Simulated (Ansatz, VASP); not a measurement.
# Sr: VASP beside Ansatz

```
Sr
1.0
    -2.12712    2.12712    3.02018
     2.12712   -2.12712    3.02018
     2.12712    2.12712   -3.02018
Sr
1
Cartesian
  0.0000 0.0000 3.0202
```

Alike in both runs: functional PBE; k mesh 18 × 18 × 18; occupations gaussian, width 0.1 eV; no spin polarisation.

Ansatz relaxed the structure, and its values are those at the end. VASP's run is a single point on that final structure, the one shown.

|  | VASP | Ansatz |
| --- | --- | --- |
| version | VASP 6.6.1 | Ansatz 0.2.0 |
| potentials or method | VASP PAW PBE potentials, release 64 (Sr_sv), cutoff 520 eV | scalar-relativistic, plane waves, PAW |
| valence electrons in the cell | 10 | 10 |

```tsv
	VASP	Ansatz	Ansatz less VASP
gap on the k mesh at the Fermi level (eV)	none	none	-
pressure (GPa)	0.0	0.0	0.00
```

A gap of «none» marks a metal or a gap that the smearing closes.
